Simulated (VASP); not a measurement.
# Pb (Fm-3m) in VASP: single point with PBE

Aim: the single point of Pb with PBE.

All numbers are computed with VASP 6.6.1; they aren't measurements. Logs are shortened: lines on timing, memory, paths and dates and some standing lists are left out, and cuts for length are marked.

## 1. The cell of the first run

It takes space group Fm-3m (No. 225, cubic). Conventional cell: a = 5.042 Å, b = 5.042 Å, c = 5.042 Å, α = 90.00°, β = 90.00°, γ = 90.00°. Pb (site symmetry m-3m) has 12 Pb at 3.57 Å within 4.7 Å.

## 2. Single point, PBE

Input file INCAR:

```
SYSTEM = Pb
PREC = Accurate
ENCUT = 500
EDIFF = 1E-6
ISMEAR = 0
SIGMA = 0.1
LREAL = .False.
LASPH = .True.
NELM = 120
ALGO = Normal
ISIF = 2
LWAVE = .False.
LCHARG = .True.
GGA = PE
LELF = .True.
LVHAR = .True.
NBANDS = 13
GGA_COMPAT = .False.
```

Input file KPOINTS:

```
regular mesh
0
Gamma
  14 14 14
  0 0 0
```

Input file POSCAR:

```
Pb
1.0
    0.0000000000      2.5209399518      2.5209399518
    2.5209399518      0.0000000000      2.5209399518
    2.5209399518      2.5209399518      0.0000000000
Pb
1
Direct
    0.0000000000      0.0000000000      0.0000000000
```

Potentials or basis: VASP PAW PBE potentials, release 64 (Pb_d).

The run is started by

```console
cat potpaw_PBE.64/Pb_d/POTCAR > POTCAR
mpirun -np 1 vasp_std > vasp.out
```

OUTCAR:

```text
SYSTEM = Pb
   PREC = Accurate
   ENCUT = 500
   EDIFF = 1E-6
   ISMEAR = 0
   LREAL = .False.
   LASPH = .True.
   NELM = 120
   ISIF = 2
   GGA = PE

 ion  position               nearest neighbor table
   1  0.000  0.000  0.000-

  LATTYP: Found a face centered cubic cell.
 ALAT       =     5.0418799036

  Lattice vectors:

 A1 = (   0.0000000000,   2.5209399518,   2.5209399518)
 A2 = (   2.5209399518,   0.0000000000,   2.5209399518)
 A3 = (   2.5209399518,   2.5209399518,   0.0000000000)

Analysis of symmetry for initial positions (statically):
=====================================================================
 Subroutine PRICEL returns:
 Original cell was already a primitive cell.

 Routine SETGRP: Setting up the symmetry group for a
 face centered cubic supercell.

 Subroutine GETGRP returns: Found 48 space group operations
 (whereof 48 operations were pure point group operations)
 out of a pool of 48 trial point group operations.

The static configuration has the point symmetry O_h .

Analysis of symmetry for dynamics (positions and initial velocities):
=====================================================================
 Subroutine PRICEL returns:
 Original cell was already a primitive cell.

 Routine SETGRP: Setting up the symmetry group for a
 face centered cubic supercell.

 Subroutine GETGRP returns: Found 48 space group operations
 (whereof 48 operations were pure point group operations)
 out of a pool of 48 trial point group operations.

The dynamic configuration has the point symmetry O_h .

 Subroutine INISYM returns: Found 48 space group operations
 (whereof 48 operations are pure point group operations),
 and found     1 'primitive' translations

----------------------------------------------------------------------------------------

                                     Primitive cell

  volume of cell :      32.0418

  direct lattice vectors                    reciprocal lattice vectors
     0.000000000  2.520939952  2.520939952    -0.198338719  0.198338719  0.198338719
     2.520939952  0.000000000  2.520939952     0.198338719 -0.198338719  0.198338719
     2.520939952  2.520939952  0.000000000     0.198338719  0.198338719 -0.198338719

  length of vectors
     3.565147470  3.565147470  3.565147470     0.343532738  0.343532738  0.343532738

  position of ions in fractional coordinates (direct lattice)
     0.000000000  0.000000000  0.000000000

  ion indices of the primitive-cell ions
   primitive index   ion index
                 1           1

----------------------------------------------------------------------------------------

 KPOINTS: regular mesh

Automatic generation of k-mesh.
 Grid dimensions read from file:
 generate k-points for:   14   14   14

 Generating k-lattice:

  Cartesian coordinates                     Fractional coordinates (reciprocal lattice)
    -0.014167051  0.014167051  0.014167051     0.071428571  0.000000000  0.000000000
     0.014167051 -0.014167051  0.014167051     0.000000000  0.071428571  0.000000000
     0.014167051  0.014167051 -0.014167051     0.000000000  0.000000000  0.071428571

  Length of vectors
     0.024538053  0.024538053  0.024538053

  Shift w.r.t. Gamma in fractional coordinates (k-lattice)
     0.000000000  0.000000000  0.000000000

 Subroutine IBZKPT returns following result:
 ===========================================

 Found    104 irreducible k-points:

 Following reciprocal coordinates:
            Coordinates               Weight
  0.000000  0.000000  0.000000      1.000000
  0.071429  0.000000  0.000000      8.000000
  0.142857  0.000000  0.000000      8.000000
  0.214286  0.000000  0.000000      8.000000
  0.285714  0.000000  0.000000      8.000000
  0.357143  0.000000  0.000000      8.000000
[... 16 lines left out ...]
  0.214286  0.142857  0.000000     24.000000
  0.285714  0.142857  0.000000     24.000000
 [... further k-points ...]
   k-points           NKPTS =    104   k-points in BZ     NKDIM =    104   number of bands    NBANDS=     13
   number of dos      NEDOS =    301   number of ions     NIONS =      1
   total plane-waves  NPLWV =  21952
   dimension x,y,z NGX =    28 NGY =   28 NGZ =   28
   dimension x,y,z NGXF=    56 NGYF=   56 NGZF=   56
   ions per type =               1
   NGX,Y,Z   is equivalent  to a cutoff of  13.06, 13.06, 13.06 a.u.
   NGXF,Y,Z  is equivalent  to a cutoff of  26.11, 26.11, 26.11 a.u.
 SYSTEM =  Pb
   PREC   = accura    normal or accurate (medium, high low for compatibility)
   ISTART =      0    job   : 0-new  1-cont  2-samecut
   ICHARG =      2    charge: 1-file 2-atom 10-const
   ISPIN  =      1    spin polarized calculation?
   LNONCOLLINEAR =      F non collinear calculations
   LSORBIT =      F    spin-orbit coupling
   LASPH  =      T    aspherical Exc in radial PAW
   ENCUT  =  500.0 eV  36.75 Ry    6.06 a.u.   6.50  6.50  6.50*2*pi/ulx,y,z
   NELM   =    120;   NELMIN=  2; NELMDL= -5     # of ELM steps
   EDIFF  = 0.1E-05   stopping-criterion for ELM
   LREAL  =      F    real-space projection
   EDIFFG = 0.1E-04   stopping-criterion for IOM
   NSW    =      0    number of steps for IOM
   IBRION =     -1    ionic relax: 0-MD 1-quasi-New 2-CG
   NFREE  =      0    steps in history (QN), initial steepest desc. (CG)
   ISIF   =      2    stress and relaxation
   ISYM   =      2    0-nonsym 1-usesym 2-fastsym
   POTIM  = 0.5000    time-step for ionic-motion
   TEBEG  =    0.0;   TEEND  =   0.0 temperature during run
   PSTRESS=    0.0 pullay stress
   NELECT =      14.0000    total number of electrons
   NUPDOWN=      -1.0000    fix difference up-down
   EMIN   =  10.00;   EMAX   =-10.00  energy-range for DOS
   EFERMI =   0.00;   METHOD = LEGACY
   ISMEAR =     0;   SIGMA  =   0.10  broadening in eV -4-tet -1-fermi 0-gaus
   EFERMI_NEDOS =   21; number of points for ismear=-14 and -15
   IALGO  =     38    algorithm
   IMIX   =      4    mixing-type and parameters
     AMIX     =   0.40;   BMIX     =  1.00
     AMIX_MAG =   1.60;   BMIX_MAG =  1.00
  volume/ion in A,a.u.               =      32.04       216.23
  Fermi-wavevector in a.u.,A,eV,Ry     =   1.242258  2.347527 20.996566  1.543204
  Thomas-Fermi vector in A             =   2.376620
   LORBIT       =      0    0 simple, 1 ext, 2 COOP (PROOUT), +10 PAW based schemes
   GGA     = PE    functional components
   LHFCALC =     F    Hartree Fock is set to
   AEXX    =    0.0000 exact exchange contribution
   IVDW    =     0    specifies the selected vdW correction
   LEPSILON=     F    determine dielectric tensor
   LRPA    =     F    only Hartree local field effects (RPA)
 non-spin polarized calculation
 Gauss-broadening in eV      SIGMA  =   0.10
  energy-cutoff  :      500.00
  volume of cell :       32.04
 maximum number of plane-waves:       869
 NGX is ok and might be reduce to    28
   NGX = 13   NGY = 13   NGZ = 13

 number of electron      14.0000003 magnetization

 Free energy of the ion-electron system (eV)
  ---------------------------------------------------
  ext. energy  EPLUGINS =         0.00000000
  ---------------------------------------------------
  free energy    TOTEN  =        -3.56891088 eV

  energy without entropy =       -3.56663049  energy(sigma->0) =       -3.56777068

 E-fermi :   6.6860     XC(G=0):  -9.9229

 val. band max:        6.6786127770   @ k =   0.3571   0.2857   0.0000
 cond. band min:       6.7346320476   @ k =  -0.2857   0.2857   0.0714
 fundamental gap:      0.0560192707
 Fermi energy:         6.6860016234

 k-point     1 :       0.0000    0.0000    0.0000
  band No.  band energies     occupation
      1     -10.3567      2.00000
      2     -10.3567      2.00000
      3     -10.3567      2.00000
      4     -10.2388      2.00000
      5     -10.2388      2.00000
      6      -4.7126      2.00000
      7      13.6689      0.00000
      8      13.6689      0.00000
      9      13.6689      0.00000
     10      16.4030      0.00000
     11      17.3222      0.00000
     12      18.7674      0.00000
     13      18.7674      0.00000

 k-point     2 :       0.0714    0.0000    0.0000
  band No.  band energies     occupation
      1     -10.3566      2.00000
      2     -10.3504      2.00000
      3     -10.3504      2.00000
      4     -10.2392      2.00000
      5     -10.2392      2.00000
      6      -4.6199      2.00000
      7      12.5343      0.00000
      8      13.5531      0.00000
      9      13.5531      0.00000
     10      16.1237      0.00000
     11      17.9042      0.00000
     12      18.9747      0.00000
     13      18.9747      0.00000

 k-point     3 :       0.1429    0.0000    0.0000
  band No.  band energies     occupation
      1     -10.3570      2.00000
      2     -10.3360      2.00000
      3     -10.3360      2.00000
      4     -10.2367      2.00000
      5     -10.2367      2.00000
      6      -4.3424      2.00000
      7      10.4767      0.00000
      8      13.2584      0.00000
      9      13.2584      0.00000
     10      15.7613      0.00000
     11      18.8670      0.00000
     12      19.4300      0.00000
     13      19.4421      0.00000
[... 305 lines left out ...]
 k-point    23 :       0.2143    0.1429    0.0000
  band No.  band energies     occupation
      1     -10.3900      2.00000
      2     -10.2961      2.00000
      3     -10.2900      2.00000
      4     -10.2701      2.00000
      5     -10.2055      2.00000
      6      -3.8821      2.00000
      7       9.6997      0.00000
      8      11.5667      0.00000
      9      11.8200      0.00000
     10      15.1370      0.00000
     11      16.1327      0.00000
     12      20.3163      0.00000
     13      21.3671      0.00000

 k-point    24 :       0.2857    0.1429    0.0000
  band No.  band energies     occupation
      1     -10.3898      2.00000
      2     -10.3069      2.00000
      3     -10.2834      2.00000
      4     -10.2471      2.00000
      5     -10.1795      2.00000
      6      -3.3694      2.00000
      7       7.7941      0.00000
      8      11.1758      0.00000
      9      11.3587      0.00000
     10      14.9667      0.00000
     11      16.4633      0.00000
     12      19.8681      0.00000
     13      20.7698      0.00000

 [... further k-points ...]

------------------------ aborting loop because EDIFF is reached ----------------------------------------

  FORCE on cell =-STRESS in cart. coord.  units (eV):
  Direction    XX          YY          ZZ          XY          YZ          ZX
  --------------------------------------------------------------------------------------
  -------------------------------------------------------------------------------------
  Total       -0.0130642     -0.0130642     -0.0130642     -0.0000000     -0.0000000      0.0000000
  in kB       -0.6532466     -0.6532466     -0.6532466     -0.0000000     -0.0000000      0.0000000
  external PRESSURE =      -0.6532466 kB  Pullay stress =       0.0000000 kB

 VOLUME and BASIS-vectors are now :
 -----------------------------------------------------------------------------
  energy-cutoff  :      500.00
  volume of cell :       32.04
      direct lattice vectors                 reciprocal lattice vectors
     0.000000000  2.520939952  2.520939952    -0.198338719  0.198338719  0.198338719
     2.520939952  0.000000000  2.520939952     0.198338719 -0.198338719  0.198338719
     2.520939952  2.520939952  0.000000000     0.198338719  0.198338719 -0.198338719

 POSITION                                       TOTAL-FORCE (eV/Angst)
 -----------------------------------------------------------------------------------
      0.00000      0.00000      0.00000         0.000000      0.000000     -0.000000
 -----------------------------------------------------------------------------------
    total drift:                               -0.000000     -0.000000     -0.000000

  FREE ENERGIE OF THE ION-ELECTRON SYSTEM (eV)
  ---------------------------------------------------
  free  energy   TOTEN  =        -3.5689108791 eV

  energy  without entropy=       -3.5666304853  energy(sigma->0) =       -3.56777068
```

Run time: 15 s. Hardware: 1 thread of Intel Xeon 6975P-C (Granite Rapids), shared host; peak memory 0.18 GiB.

Results:

```
Free energy            : -3.5689 eV
Pressure               : -0.1 GPa
Band gap on the k mesh : zero (band 7 reaches 13.67 eV, above the bottom of band 8 at 5.23 eV)
```

Caveat: spin-orbit coupling is left out, which moves the levels of the heavy elements.
